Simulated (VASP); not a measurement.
# Sr4CaTi3O12 (a cell with a defect) in VASP: settings compared, part 2 of 2

VASP 6.6.1. Earlier steps stand in the parts before.

## 3. Single point, r2SCAN

POSCAR reads:

```
Sr4CaTi3O12
1.0
    7.7828210000      0.0000000000      0.0000000000
    0.0000000000      7.7828210000      0.0000000000
    0.0000000000      0.0000000000      7.7828210000
Sr Ca Ti O
8 2 6 24
Direct
    0.9851560000      0.0042690000      0.9966010000
    0.9595240000      0.0025830000      0.5014080000
    0.9872540000      0.4980110000      0.0077720000
    0.9617840000      0.4961850000      0.4957190000
    0.5159880000      0.9957750000      0.0027510000
    0.5417160000      0.9974260000      0.4979770000
    0.5139140000      0.5025690000      0.9913700000
    0.5394450000      0.5031980000      0.5030790000
    0.2520990000      0.2396440000      0.2538340000
    0.2491030000      0.7604460000      0.7455000000
    0.2480760000      0.2746200000      0.7568970000
    0.2528490000      0.7256020000      0.2428370000
    0.7470940000      0.2545890000      0.2427320000
    0.7479720000      0.2463730000      0.7492000000
    0.7529630000      0.7535980000      0.2495130000
    0.7541900000      0.7453340000      0.7556990000
    0.2533150000      0.1706520000      0.9645850000
    0.2515540000      0.4051240000      0.5028540000
    0.2478250000      0.8294640000      0.0352530000
    0.2497430000      0.5949060000      0.4969620000
    0.7470190000      0.2612100000      0.9950130000
    0.7490480000      0.2480720000      0.5003920000
    0.7545740000      0.7389160000      0.0048140000
    0.7520540000      0.7520160000      0.4996880000
    0.9834950000      0.2408120000      0.2498840000
    0.0011630000      0.2428310000      0.7370360000
    0.0030330000      0.7349390000      0.2645400000
    0.9838880000      0.7923690000      0.7484610000
    0.5174080000      0.2082540000      0.2527870000
    0.4981510000      0.2653130000      0.7357040000
    0.5002220000      0.7572900000      0.2627680000
    0.5177050000      0.7597260000      0.7520940000
    0.2488550000      0.9708140000      0.4082140000
    0.2524180000      0.0292300000      0.5910660000
    0.2615930000      0.5106120000      0.1716280000
    0.2395580000      0.4895890000      0.8280770000
    0.7621880000      0.9909450000      0.2385220000
    0.7390420000      0.0092860000      0.7609370000
    0.7383310000      0.4980380000      0.2515680000
    0.7629990000      0.5021020000      0.7479240000
```

INCAR.step1 reads:

```
SYSTEM = Sr4CaTi3O12
  PREC = Accurate
  ENCUT = 580
  ISMEAR = -1
  SIGMA = 0.05
  LREAL = Auto
  LASPH = .TRUE.
  NELM = 120
  NBANDS = 184
  ISYM = -1
  GGA = PE
  ALGO = Normal
  EDIFF = 1E-5
  LWAVE = .TRUE.
  LCHARG = .FALSE.
  GGA_COMPAT = .FALSE.
```

INCAR.step2 reads:

```
SYSTEM = Sr4CaTi3O12
  PREC = Accurate
  ENCUT = 580
  EDIFF = 1E-6
  ISMEAR = -1
  SIGMA = 0.05
  LREAL = Auto
  LASPH = .TRUE.
  NELM = 120
  ALGO = Normal
  ISIF = 2
  LWAVE = .FALSE.
  LCHARG = .FALSE.
  METAGGA = R2SCAN
  LMIXTAU = .TRUE.
  NBANDS = 184
  ISYM = -1
  ISTART = 1
  GGA_COMPAT = .FALSE.
```

KPOINTS reads:

```
explicit points
1
Reciprocal
  0.25000000   0.25000000   0.25000000 1
```

Potentials or basis: VASP PAW PBE potentials, release 64 (Sr_sv, Ca_sv, Ti_sv, O).

On the command line:

```bash
cat potpaw_PBE.64/Sr_sv/POTCAR potpaw_PBE.64/Ca_sv/POTCAR potpaw_PBE.64/Ti_sv/POTCAR potpaw_PBE.64/O/POTCAR > POTCAR
cp INCAR.step1 INCAR
mpirun -np 1 vasp_std > vasp.out
cp INCAR.step2 INCAR
mpirun -np 1 vasp_std > vasp.out
```

OUTCAR:

```text
SYSTEM = Sr4CaTi3O12
   PREC = Accurate
   ENCUT = 580
   EDIFF = 1E-6
   ISMEAR = -1
   LREAL = Auto
   LASPH = .TRUE.
   NELM = 120
   ISIF = 2
   METAGGA = R2SCAN
   ISYM = -1
   ISTART = 1

 ion  position               nearest neighbor table
   1  0.985  0.004  0.997-  17 2.47  19 2.47  28 2.54  37 2.56  38 2.65  25 2.70  21 2.73  23 2.74
                            26 2.75  27 2.96  14 3.27  16 3.29  13 3.30  15 3.31  10 3.41   9 3.42
   2  0.960  0.003  0.501-  33 2.38  34 2.39  22 2.52  28 2.53  24 2.53  37 2.56  26 2.64  38 2.65
                            25 2.70  27 2.80  14 3.17  15 3.19  16 3.24   6 3.25  13 3.26  10 3.50
   3  0.987  0.498  0.008-  36 2.41  35 2.49  23 2.61  21 2.63  40 2.67  39 2.71  27 2.72  25 2.75
                            26 2.90  28 3.05  13 3.23  12 3.28  19 3.29  15 3.29  16 3.29  17 3.30
   4  0.962  0.496  0.496-  18 2.36  20 2.37  40 2.50  22 2.54  24 2.57  39 2.58  27 2.61  26 2.74
                            25 2.76  28 3.04  13 3.19  15 3.21  14 3.23  16 3.23   8 3.29  36 3.37
   5  0.516  0.996  0.003-  19 2.47  17 2.47  29 2.55  38 2.56  37 2.65  32 2.68  23 2.73  21 2.74
                            31 2.75  30 2.96  15 3.26  13 3.28  16 3.31  14 3.31   9 3.41  10 3.42
   6  0.542  0.997  0.498-  34 2.38  33 2.39  24 2.52  29 2.52  22 2.53  38 2.56  31 2.64  37 2.65
                            32 2.71  30 2.81  15 3.17  14 3.19  13 3.24   2 3.25  16 3.26   9 3.50
   7  0.514  0.503  0.991-  35 2.41  36 2.49  21 2.61  23 2.63  39 2.67  40 2.71  30 2.72  32 2.73
                            31 2.90  29 3.06  16 3.23  11 3.28  17 3.29  13 3.29  14 3.29  19 3.30
   8  0.539  0.503  0.503-  20 2.37  18 2.37  39 2.50  24 2.55  22 2.57  40 2.58  30 2.61  31 2.74
                            32 2.79  29 3.02  16 3.20  14 3.21  15 3.23  13 3.23   4 3.29  35 3.37
   9  0.252  0.240  0.254-  29 2.08  25 2.09  35 2.21  17 2.31  18 2.33  33 2.41   5 3.41   1 3.42
[... 25 lines left out ...]
  27  0.003  0.735  0.265-  12 1.95  15 1.96   4 2.61   3 2.72   2 2.80   1 2.96
  28  0.984  0.792  0.748-  16 1.83  10 2.08   2 2.53   1 2.54   4 3.04   3 3.05
  29  0.517  0.208  0.253-  13 1.83   9 2.08   6 2.52   5 2.55   8 3.02   7 3.06
  30  0.498  0.265  0.736-  14 1.95  11 1.95   8 2.61   7 2.72   6 2.81   5 2.96
  31  0.500  0.757  0.263-  12 1.95  15 1.97   6 2.64   8 2.74   5 2.75   7 2.90
  32  0.518  0.760  0.752-  16 1.84  10 2.09   5 2.68   6 2.71   7 2.73   8 2.79
  33  0.249  0.971  0.408-  34 1.49  12 2.30   2 2.38   6 2.39   9 2.41
  34  0.252  0.029  0.591-  33 1.49  11 2.31   6 2.38   2 2.39  10 2.41
  35  0.262  0.511  0.172-  12 1.76   9 2.21   7 2.41   3 2.49   8 3.37   4 3.44
  36  0.240  0.490  0.828-  11 1.76  10 2.21   3 2.41   7 2.49   4 3.37   8 3.44
  37  0.762  0.991  0.239-  15 1.85  13 2.06   2 2.56   1 2.56   6 2.65   5 2.65
  38  0.739  0.009  0.761-  14 1.85  16 2.06   6 2.56   5 2.56   2 2.65   1 2.65
  39  0.738  0.498  0.252-  13 1.90  15 1.99   8 2.50   4 2.58   7 2.67   3 2.71
  40  0.763  0.502  0.748-  16 1.90  14 1.99   4 2.50   8 2.58   3 2.67   7 2.71

IMPORTANT INFORMATION: All symmetrisations will be switched off!
NOSYMM: (Re-)initialisation of all symmetry stuff for point group C_1.

----------------------------------------------------------------------------------------

                                     Primitive cell

  volume of cell :     471.4234

  direct lattice vectors                    reciprocal lattice vectors
     7.782821000  0.000000000  0.000000000     0.128488115  0.000000000  0.000000000
     0.000000000  7.782821000  0.000000000     0.000000000  0.128488115  0.000000000
     0.000000000  0.000000000  7.782821000     0.000000000  0.000000000  0.128488115

  length of vectors
     7.782821000  7.782821000  7.782821000     0.128488115  0.128488115  0.128488115

  position of ions in fractional coordinates (direct lattice)
     0.985156000  0.004269000  0.996601000
     0.959524000  0.002583000  0.501408000
     0.987254000  0.498011000  0.007772000
     0.961784000  0.496185000  0.495719000
     0.515988000  0.995775000  0.002751000
     0.541716000  0.997426000  0.497977000
[... 98 lines left out ...]
   PREC   = accura    normal or accurate (medium, high low for compatibility)
   ISTART =      1    job   : 0-new  1-cont  2-samecut
   ICHARG =      0    charge: 1-file 2-atom 10-const
   ISPIN  =      1    spin polarized calculation?
   LNONCOLLINEAR =      F non collinear calculations
   LSORBIT =      F    spin-orbit coupling
   LASPH  =      T    aspherical Exc in radial PAW
   ENCUT  =  580.0 eV  42.63 Ry    6.53 a.u.  15.28 15.28 15.28*2*pi/ulx,y,z
   NELM   =    120;   NELMIN=  2; NELMDL=  0     # of ELM steps
   EDIFF  = 0.1E-05   stopping-criterion for ELM
   LREAL  =      T    real-space projection
   EDIFFG = 0.1E-04   stopping-criterion for IOM
   NSW    =      0    number of steps for IOM
   IBRION =     -1    ionic relax: 0-MD 1-quasi-New 2-CG
   NFREE  =      0    steps in history (QN), initial steepest desc. (CG)
   ISIF   =      2    stress and relaxation
   ISYM   =     -1    0-nonsym 1-usesym 2-fastsym
   POTIM  = 0.5000    time-step for ionic-motion
   TEBEG  =    0.0;   TEEND  =   0.0 temperature during run
   PSTRESS=    0.0 pullay stress
   NELECT =     316.0000    total number of electrons
   NUPDOWN=      -1.0000    fix difference up-down
   EMIN   =  10.00;   EMAX   =-10.00  energy-range for DOS
   EFERMI =   0.00;   METHOD = LEGACY
   ISMEAR =    -1;   SIGMA  =   0.05  broadening in eV -4-tet -1-fermi 0-gaus
   EFERMI_NEDOS =   21; number of points for ismear=-14 and -15
   IALGO  =     38    algorithm
   IMIX   =      4    mixing-type and parameters
     AMIX     =   0.40;   BMIX     =  1.00
     AMIX_MAG =   1.60;   BMIX_MAG =  1.00
  volume/ion in A,a.u.               =      11.79        79.53
  Fermi-wavevector in a.u.,A,eV,Ry     =   1.432738  2.707482 27.929203  2.052739
  Thomas-Fermi vector in A             =   2.552333
   LORBIT       =      0    0 simple, 1 ext, 2 COOP (PROOUT), +10 PAW based schemes
   METAGGA = R2SCAN    functional components
   LHFCALC =     F    Hartree Fock is set to
   AEXX    =    0.0000 exact exchange contribution
   IVDW    =     0    specifies the selected vdW correction
   LEPSILON=     F    determine dielectric tensor
   LRPA    =     F    only Hartree local field effects (RPA)
 non-spin polarized calculation
  energy-cutoff  :      580.00
  volume of cell :      471.42
 maximum number of plane-waves:     14952
 NGX is ok and might be reduce to    64
   NGX = 31   NGY = 31   NGZ = 31

 number of electron     316.0000002 magnetization

 Free energy of the ion-electron system (eV)
  ---------------------------------------------------
  ext. energy  EPLUGINS =         0.00000000
  ---------------------------------------------------
  free energy    TOTEN  =      -480.65031592 eV

  energy without entropy =     -480.65031592  energy(sigma->0) =     -480.65031592

 E-fermi :   4.6428     XC(G=0): -11.9123

 val. band max:        3.3767871300   @ k =   0.2500   0.2500   0.2500
 cond. band min:       6.6103106435   @ k =   0.2500   0.2500   0.2500
 fundamental gap:      3.2335235135
 Fermi energy:         4.6428391503

 k-point     1 :       0.2500    0.2500    0.2500
  band No.  band energies     occupation
      1     -54.8900      2.00000
      2     -54.8864      2.00000
      3     -54.4830      2.00000
      4     -54.4818      2.00000
      5     -54.4747      2.00000
      6     -54.4733      2.00000
[... 162 lines left out ...]
    169       8.0405      0.00000
    170       8.0673      0.00000
 [bands above 170 left out]

------------------------ aborting loop because EDIFF is reached ----------------------------------------

  FORCE on cell =-STRESS in cart. coord.  units (eV):
  Direction    XX          YY          ZZ          XY          YZ          ZX
  --------------------------------------------------------------------------------------
  -------------------------------------------------------------------------------------
  Total       72.8358936     32.3854162     33.0310222     -2.2955323     -1.3373496     -1.4506221
  in kB      247.5397277    110.0649242    112.2590777     -7.8015854     -4.5451100     -4.9300776
  external PRESSURE =     156.6212432 kB  Pullay stress =       0.0000000 kB

 VOLUME and BASIS-vectors are now :
 -----------------------------------------------------------------------------
  energy-cutoff  :      580.00
  volume of cell :      471.42
      direct lattice vectors                 reciprocal lattice vectors
     7.782821000  0.000000000  0.000000000     0.128488115  0.000000000  0.000000000
     0.000000000  7.782821000  0.000000000     0.000000000  0.128488115  0.000000000
     0.000000000  0.000000000  7.782821000     0.000000000  0.000000000  0.128488115

 POSITION                                       TOTAL-FORCE (eV/Angst)
 -----------------------------------------------------------------------------------
      7.66729      0.03322      7.75637        -0.003537      0.003573      0.033488
      7.46780      0.02010      3.90237        -0.012837      0.012633     -0.032294
      7.68362      3.87593      0.06049         0.001958     -0.002071     -0.015535
      7.48539      3.86172      3.85809        -0.017349      0.009122      0.015544
      4.01584      7.74994      0.02141         0.000096      0.002628     -0.024582
      4.21608      7.76279      3.87567         0.014231     -0.014154      0.033401
[... 32 lines left out ...]
      5.74630      3.87614      1.95791        -0.000051      0.031985     -0.036247
      5.93828      3.90777      5.82096        -0.004110     -0.031928      0.033359
 -----------------------------------------------------------------------------------
    total drift:                                0.014620      0.001809     -0.009103

  FREE ENERGIE OF THE ION-ELECTRON SYSTEM (eV)
  ---------------------------------------------------
  free  energy   TOTEN  =      -480.6503159206 eV

  energy  without entropy=     -480.6503159206  energy(sigma->0) =     -480.65031592
```

It took 6.7 min on 1 thread of Intel Xeon 6975P-C (Granite Rapids), shared host; peak memory 0.7 GiB.

Results:

* Free energy: -480.6503 eV
* Pressure: 15.7 GPa
* Largest force: 0.463 eV/Å
* Band gap on the k mesh: 3.23 eV

Forces in eV/Å, atoms in the order of the input:
```
Sr  -0.004  0.004  0.033
Sr  -0.013  0.013 -0.032
Sr   0.002 -0.002 -0.016
Sr  -0.017  0.009  0.016
Sr   0.000  0.003 -0.025
Sr   0.014 -0.014  0.033
Sr  -0.004  0.001  0.023
Sr   0.020 -0.003 -0.011
Ca   0.004 -0.092  0.032
Ca   0.000  0.093 -0.037
Ti   0.013 -0.094 -0.121
Ti  -0.003  0.088  0.122
Ti   0.018 -0.098  0.001
Ti   0.021  0.076  0.039
Ti  -0.005 -0.076 -0.020
Ti  -0.017  0.099  0.016
O    0.007  0.034 -0.026
O   -0.001 -0.460  0.046
O   -0.008 -0.031  0.022
O    0.002  0.461 -0.044
O    0.000 -0.019 -0.020
O   -0.012  0.015 -0.014
O   -0.001  0.021  0.006
O    0.008 -0.018  0.003
O   -0.082  0.042  0.010
O   -0.003  0.007 -0.003
O    0.001  0.051 -0.004
O   -0.051 -0.098 -0.016
O    0.047  0.098  0.005
O   -0.008 -0.051 -0.003
O   -0.002 -0.009  0.002
O    0.086 -0.045 -0.023
O   -0.016 -0.204 -0.398
O    0.016  0.202  0.406
O    0.004 -0.016  0.033
O   -0.005  0.017 -0.034
O   -0.014  0.020  0.007
O    0.008 -0.021 -0.008
O    0.000  0.032 -0.036
O   -0.004 -0.032  0.033
```

Stress tensor (GPa, compression positive):
```
24.75 -0.78 -0.49
-0.78 11.01 -0.45
-0.49 -0.45 11.23
```

Levels at points of the mesh, in eV from the valence-band top:
| k point | band 154 | band 155 | band 156 | band 157 | band 158 | band 159 | band 160 | band 161 | band 162 | band 163 |
| --- | --- | --- | --- | --- | --- | --- | --- | --- | --- | --- |
| (0.25, 0.25, 0.25) | -0.19 | -0.12 | -0.06 | -0.03 | 0.00 | 3.23 | 3.71 | 3.78 | 3.81 | 3.84 |

Caveat: the PAW data sets were made with another functional, which shifts forces and pressure a little.

## 4. Single point, HSE06

POSCAR is that of step 3.

INCAR.step1 reads:

```
SYSTEM = Sr4CaTi3O12
ALGO = Normal ; EDIFF = 1E-5
ENCUT = 520 ; GGA = PE
GGA_COMPAT = .False. ; ISIF = 2
ISMEAR = -1 ; ISYM = -1
LASPH = .True. ; LREAL = Auto
LWAVE = .True. ; NBANDS = 184
NELM = 120 ; PREC = Accurate
SIGMA = 0.05
```

INCAR.step2 reads:

```
SYSTEM = Sr4CaTi3O12
ALGO = Normal ; EDIFF = 1E-6
ENCUT = 520 ; GGA = PE
GGA_COMPAT = .False. ; HFSCREEN = 0.2079
ISIF = 2 ; ISMEAR = -1
ISTART = 1 ; ISYM = -1
LASPH = .True. ; LCHARG = .True.
LELF = .True. ; LHFCALC = .True.
LREAL = Auto ; LVHAR = .True.
LWAVE = .False. ; NBANDS = 184
NELM = 120 ; PREC = Accurate
PRECFOCK = Fast ; SIGMA = 0.05
```

KPOINTS is that of step 3.

On the command line:

```bash
cat potpaw_PBE.64/Sr_sv/POTCAR potpaw_PBE.64/Ca_sv/POTCAR potpaw_PBE.64/Ti_sv/POTCAR potpaw_PBE.64/O/POTCAR > POTCAR
cp INCAR.step1 INCAR
mpirun -np 1 vasp_std > vasp.out
cp INCAR.step2 INCAR
mpirun -np 1 vasp_std > vasp.out
```

It took 12 min on 1 thread of Intel Xeon 6975P-C (Granite Rapids), shared host; peak memory 0.72 GiB.

Results (log left out):

- Free energy: -360.9662 eV
- Pressure: 13.2 GPa
- Largest force: 0.459 eV/Å
- Band gap on the k mesh: 4.47 eV

Forces in eV/Å, atoms in the order of the input:
```
Sr   0.035 -0.001  0.013
Sr   0.006  0.006 -0.015
Sr   0.053 -0.007 -0.010
Sr   0.006  0.004  0.002
Sr  -0.035  0.005 -0.009
Sr  -0.005 -0.005  0.013
Sr  -0.053  0.009  0.016
Sr  -0.005  0.000 -0.002
Ca   0.001 -0.028 -0.049
Ca   0.001  0.029  0.046
Ti   0.000  0.194  0.415
Ti   0.008 -0.201 -0.413
Ti   0.003 -0.144 -0.006
Ti   0.009 -0.009  0.078
Ti  -0.005  0.007 -0.073
Ti   0.003  0.143  0.033
O    0.000  0.178 -0.401
O   -0.010  0.217  0.040
O    0.002 -0.179  0.397
O    0.011 -0.216 -0.040
O   -0.001 -0.020 -0.054
O   -0.013  0.018  0.068
O   -0.003  0.019  0.059
O    0.013 -0.020 -0.064
O   -0.337  0.065  0.005
O   -0.038  0.026 -0.016
O   -0.044  0.045 -0.005
O   -0.323 -0.161 -0.013
O    0.320  0.160 -0.004
O    0.043 -0.047  0.004
O    0.031 -0.027  0.013
O    0.338 -0.068 -0.025
O   -0.022  0.096  0.248
O    0.022 -0.099 -0.242
O    0.006  0.414  0.164
O   -0.007 -0.411 -0.165
O   -0.009 -0.171  0.039
O    0.005  0.174 -0.040
O    0.010 -0.013 -0.015
O   -0.016  0.014  0.012
```

Stress tensor (GPa, compression positive):
```
21.84 -0.81 -0.45
-0.81  8.70 -0.46
-0.45 -0.46  9.20
```

Levels at points of the mesh, in eV from the valence-band top:
```csv
k point,band 156,band 157,band 158,band 159,band 160,band 161
"(0.25, 0.25, 0.25)",-0.05,-0.04,0.00,4.47,4.97,5.06
```

Caveat: the PAW data sets were made with another functional, which shifts forces and pressure a little.

## 5. The runs side by side

| level | cutoff (eV) | grid for exact exchange (PRECFOCK) | share of exact exchange | screening parameter | gap on the mesh (eV) | pressure (GPa) | largest force (eV/Å) |
| --- | --- | --- | --- | --- | --- | --- | --- |
| PBEsol | 520 | - | - | - | 2.75 | 12.3 | 0.22 |
| r2SCAN | 580 | - | - | - | 3.23 | 15.7 | 0.46 |
| HSE06 | 520 | Fast | 0.25 | 0.2079 1/Å | 4.47 | 13.2 | 0.46 |

Alike in all rows: task single point; potentials or basis VASP PAW PBE potentials, release 64 (Sr_sv, Ca_sv, Ti_sv, O); no spin polarisation; cell as given; k mesh 1 × 1 × 1, shifted; smearing fermi-dirac 0.05 eV.

On the cell as given the gap runs from 2.75 eV (PBEsol) to 4.47 eV (HSE06). The pressure there spans 12.3 GPa (PBEsol) to 15.7 GPa (r2SCAN); a positive pressure means that this level wants a larger cell, a negative one a smaller.

Caveats: the PAW data sets were made with another functional, which shifts forces and pressure a little.

Absolute energies hang on the potentials; compare differences alone.
